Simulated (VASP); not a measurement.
# Ni (Fm-3m) in VASP: further runs

The runs below take Ni through single point, with PBE.

Everything below comes from runs of VASP 6.6.1. Logs are shortened: lines on timing, memory, paths and dates and some standing lists are left out, and cuts for length are marked.

### 1 The cell of the first run

Symmetry: Fm-3m, No. 225, cubic system. Conventional cell: a = 3.519 Å, b = 3.519 Å, c = 3.519 Å, α = 90.00°, β = 90.00°, γ = 90.00°. Within 3.3 Å of Ni (site symmetry m-3m) lie 12 Ni at 2.49 Å.

### 2 Single point, PBE, collinear spin, zero start

The input, INCAR:

```
SYSTEM = Ni
PREC = Accurate ; ENCUT = 520
EDIFF = 1E-7 ; ISMEAR = -1
SIGMA = 0.1 ; LREAL = .False.
LASPH = .True. ; NELM = 150
ALGO = Normal ; ISIF = 2
LWAVE = .False. ; LCHARG = .False.
ISPIN = 2 ; MAGMOM = 0
LORBIT = 11 ; NUPDOWN = 0.0
LMAXMIX = 4 ; GGA = PE
NBANDS = 15
```

The input, KPOINTS:

```
regular mesh
0
Gamma
  14 14 14
  0 0 0
```

The input, POSCAR:

```
Ni
1.0
    0.0000000000      1.7597000000      1.7597000000
    1.7597000000      0.0000000000      1.7597000000
    1.7597000000      1.7597000000      0.0000000000
Ni
1
Direct
    0.0000000000      0.0000000000      0.0000000000
```

Potentials or basis: VASP PAW PBE potentials, release 64 (Ni).

Run with:

```console
cat potpaw_PBE.64/Ni/POTCAR > POTCAR
mpirun -np 1 vasp_std > vasp.out
```

OUTCAR:

```text
SYSTEM = Ni
   PREC = Accurate
   ENCUT = 520
   EDIFF = 1E-7
   ISMEAR = -1
   LREAL = .False.
   LASPH = .True.
   NELM = 150
   ISIF = 2
   ISPIN = 2
   LORBIT = 11
   NUPDOWN = 0.0
   GGA = PE

 ion  position               nearest neighbor table
   1  0.000  0.000  0.000-

  LATTYP: Found a face centered cubic cell.
 ALAT       =     3.5194000000

  Lattice vectors:

 A1 = (   0.0000000000,   1.7597000000,   1.7597000000)
 A2 = (   1.7597000000,   0.0000000000,   1.7597000000)
 A3 = (   1.7597000000,   1.7597000000,   0.0000000000)

Analysis of symmetry for initial positions (statically):
=====================================================================
 Subroutine PRICEL returns:
 Original cell was already a primitive cell.

 Routine SETGRP: Setting up the symmetry group for a
 face centered cubic supercell.

 Subroutine GETGRP returns: Found 48 space group operations
 (whereof 48 operations were pure point group operations)
 out of a pool of 48 trial point group operations.

The static configuration has the point symmetry O_h .

Analysis of symmetry for dynamics (positions and initial velocities):
=====================================================================
 Subroutine PRICEL returns:
 Original cell was already a primitive cell.

 Routine SETGRP: Setting up the symmetry group for a
 face centered cubic supercell.

 Subroutine GETGRP returns: Found 48 space group operations
 (whereof 48 operations were pure point group operations)
 out of a pool of 48 trial point group operations.

The dynamic configuration has the point symmetry O_h .

Analysis of structural, dynamic, and magnetic symmetry:
=====================================================================
 Subroutine PRICEL returns:
 Original cell was already a primitive cell.

 Routine SETGRP: Setting up the symmetry group for a
 face centered cubic supercell.

 Subroutine GETGRP returns: Found 48 space group operations
 (whereof 48 operations were pure point group operations)
 out of a pool of 48 trial point group operations.

The overall configuration has the point symmetry O_h .

 Subroutine INISYM returns: Found 48 space group operations
 (whereof 48 operations are pure point group operations),
 and found     1 'primitive' translations

----------------------------------------------------------------------------------------

                                     Primitive cell

  volume of cell :      10.8980

  direct lattice vectors                    reciprocal lattice vectors
     0.000000000  1.759700000  1.759700000    -0.284139342  0.284139342  0.284139342
[... 119 lines left out ...]
   NGX =  9   NGY =  9   NGZ =  9

 number of electron      10.0000009 magnetization       0.0000000

 number of electron      10.0000009 magnetization      -0.0000000

 Free energy of the ion-electron system (eV)
  ---------------------------------------------------
  ext. energy  EPLUGINS =         0.00000000
  ---------------------------------------------------
  free energy    TOTEN  =        -5.46599675 eV

  energy without entropy =       -5.37679260  energy(sigma->0) =       -5.42139468

 E-fermi :   9.1768     XC(G=0): -13.2451

 val. band max:        9.1642976403   @ k =   0.4286   0.2857   0.0000
 cond. band min:       9.1802626331   @ k =  -0.4286   0.3571   0.0714
 fundamental gap:      0.0159649928
 Fermi energy:         9.1768193723

 spin component 1

 k-point     1 :       0.0000    0.0000    0.0000
  band No.  band energies     occupation
      1       0.3365      1.00000
      2       7.3159      1.00000
      3       7.3159      1.00000
      4       7.3159      1.00000
      5       8.4071      0.99955
      6       8.4071      0.99955
      7      32.9817      0.00000
      8      36.9006      0.00000
      9      36.9006      0.00000
     10      36.9006      0.00000
     11      39.8978      0.00000
     12      39.8978      0.00000
     13      39.8978      0.00000
     14      42.7426      0.00000
[... 403 lines left out ...]
      4       7.8013      1.00000
      5       8.4027      0.99957
      6       8.7647      0.98403
      7      24.9172      0.00000
      8      30.4078      0.00000
      9      31.0853      0.00000
     10      33.8006      0.00000
     11      38.8564      0.00000
     12      42.8187      0.00000
     13      44.7877      0.00000
     14      46.9439      0.00000
     15      51.4425      0.00000

 [... further k-points ...]

 spin component 2

 k-point     1 :       0.0000    0.0000    0.0000
  band No.  band energies     occupation
      1       0.3365      1.00000
      2       7.3159      1.00000
      3       7.3159      1.00000
      4       7.3159      1.00000
      5       8.4071      0.99955
      6       8.4071      0.99955
      7      32.9817      0.00000
      8      36.9006      0.00000
      9      36.9006      0.00000
     10      36.9006      0.00000
     11      39.8978      0.00000
     12      39.8978      0.00000
     13      39.8978      0.00000
     14      42.7426      0.00000
[... 403 lines left out ...]
      4       7.8013      1.00000
      5       8.4027      0.99957
      6       8.7647      0.98403
      7      24.9172      0.00000
      8      30.4078      0.00000
      9      31.0853      0.00000
     10      33.8006      0.00000
     11      38.8564      0.00000
     12      42.8187      0.00000
     13      44.7877      0.00000
     14      46.9439      0.00000
     15      51.4425      0.00000

 [... further k-points ...]
[... 5 lines left out ...]
  --------------------------------------------------------------------------------------
  -------------------------------------------------------------------------------------
  Total       -0.0519733     -0.0519733     -0.0519733      0.0000000      0.0000000      0.0000000
  in kB       -7.6409083     -7.6409083     -7.6409083      0.0000000      0.0000000      0.0000000
  external PRESSURE =      -7.6409083 kB  Pullay stress =       0.0000000 kB

 VOLUME and BASIS-vectors are now :
 -----------------------------------------------------------------------------
  energy-cutoff  :      520.00
  volume of cell :       10.90
      direct lattice vectors                 reciprocal lattice vectors
     0.000000000  1.759700000  1.759700000    -0.284139342  0.284139342  0.284139342
     1.759700000  0.000000000  1.759700000     0.284139342 -0.284139342  0.284139342
     1.759700000  1.759700000  0.000000000     0.284139342  0.284139342 -0.284139342

 POSITION                                       TOTAL-FORCE (eV/Angst)
 -----------------------------------------------------------------------------------
      0.00000      0.00000      0.00000         0.000000      0.000000      0.000000
 -----------------------------------------------------------------------------------
    total drift:                                0.000000      0.000000      0.000000

  FREE ENERGIE OF THE ION-ELECTRON SYSTEM (eV)
  ---------------------------------------------------
  free  energy   TOTEN  =        -5.4659967545 eV

  energy  without entropy=       -5.3767925958  energy(sigma->0) =       -5.42139468

 total charge

# of ion       s       p       d       tot
------------------------------------------
    1        0.494   0.493   8.322   9.309

 magnetization (x)

# of ion       s       p       d       tot
------------------------------------------
    1       -0.000   0.000  -0.000  -0.000
```

OSZICAR:

```text
N       E                     dE             d eps       ncg     rms          rms(c)
DAV:   1     0.336283931085E+02    0.33628E+02   -0.44721E+03  6601   0.912E+02
DAV:   2    -0.504080873474E+01   -0.38669E+02   -0.35778E+02  7108   0.163E+02
DAV:   3    -0.650206184475E+01   -0.14613E+01   -0.14462E+01  7570   0.311E+01
DAV:   4    -0.651118173582E+01   -0.91199E-02   -0.91177E-02  7651   0.233E+00
DAV:   5    -0.651129461069E+01   -0.11287E-03   -0.11287E-03  7830   0.232E-01    0.970E+00
DAV:   6    -0.582318609139E+01    0.68811E+00   -0.13823E+01  9005   0.401E+01    0.588E+00
DAV:   7    -0.548407882489E+01    0.33911E+00   -0.25277E+00  8312   0.153E+01    0.172E+00
DAV:   8    -0.546782778874E+01    0.16251E-01   -0.31563E-02  8073   0.124E+00    0.488E-01
DAV:   9    -0.546598739692E+01    0.18404E-02   -0.22117E-03 10285   0.246E-01    0.580E-02
DAV:  10    -0.546599735025E+01   -0.99533E-05   -0.19294E-05  7061   0.335E-02    0.263E-02
DAV:  11    -0.546599680785E+01    0.54239E-06   -0.65012E-07  8634   0.595E-03    0.136E-03
DAV:  12    -0.546599675446E+01    0.53397E-07   -0.10800E-08  5696   0.721E-04
   1 F= -.54659968E+01 E0= -.54213947E+01  d E =-.892042E-01  mag=     0.0000
```

stdout:

```text
POSCAR found type information on POSCAR Ni
 POSCAR found :  1 types and       1 ions
 scaLAPACK will be used
 LDA part: xc-table for (Slater+PW92), standard interpolation
 POSCAR, INCAR and KPOINTS ok, starting setup
 FFT: planning ... GRIDC
 FFT: planning ... GRID_SOFT
 FFT: planning ... GRID
 WAVECAR not read
 entering main loop
```

It used 26 s of CPU time on 1 thread of Intel Xeon 6975P-C, on a shared host.

Results:

| Quantity | Value |
| --- | --- |
| Free energy | -5.4660 eV |
| Pressure | -0.8 GPa |
| Net moment | 0.00 μB per cell |
| Valence electrons inside the program's atomic spheres | Ni 9.31 |

Caveat: the total moment is fixed, so each spin has its own Fermi level.

### 3 Single point, PBE, collinear spin, ferromagnetic start

The input, INCAR:

```
SYSTEM = Ni
  ALGO = Normal
  EDIFF = 1E-6
  ENCUT = 520
  GGA = PE
  ISIF = 2
  ISMEAR = -1
  ISPIN = 2
  LASPH = .True.
  LCHARG = .False.
  LMAXMIX = 4
  LORBIT = 11
  LREAL = .False.
  LWAVE = .False.
  MAGMOM = 2
  NBANDS = 15
  NELM = 150
  PREC = Accurate
  SIGMA = 0.1
```

The input, KPOINTS:

```
k-points
0
Gamma
  14 14 14
  0 0 0
```

POSCAR is that of step 2.

Potentials or basis: VASP PAW PBE potentials, release 64 (Ni).

Run with:

```console
cat potpaw_PBE.64/Ni/POTCAR > POTCAR
mpirun -np 1 vasp_std > vasp.out
```

It took 35 s on 1 thread of Intel Xeon 6975P-C, shared host; peak memory 0.15 GiB.

Results (log left out):

* Free energy: -5.4972 eV
* Pressure: 0.2 GPa
* Net moment: 0.60 μB per cell
* Site moments: Ni +0.61 μB
* Valence electrons inside the program's atomic spheres: Ni 9.31

Levels at points of the mesh, in eV from the Fermi level:
Spin up:
| k point | band 3 | band 4 | band 5 | band 6 | band 7 | band 8 |
| --- | --- | --- | --- | --- | --- | --- |
| (0.00, 0.00, 0.00) | -2.39 | -2.39 | -1.23 | -1.23 | 23.73 | 27.57 |
| (0.50, 0.00, 0.00) | -2.38 | -0.57 | -0.57 | -0.27 | 5.68 | 22.22 |
| (0.50, 0.50, 0.00) | -0.52 | -0.43 | -0.43 | 2.46 | 9.23 | 14.83 |
Spin down:
```
           k point  band 2  band 3  band 4  band 5  band 6  band 7  band 8  band 9
(0.00, 0.00, 0.00)   -1.68   -1.68   -1.68   -0.66   -0.66   23.56   27.56   27.56
(0.50, 0.00, 0.00)   -1.79   -1.79   -0.34    0.16    0.16    6.08   22.07   24.74
(0.50, 0.50, 0.00)   -3.57    0.08    0.38    0.38    2.42    9.46   14.83   14.83
```
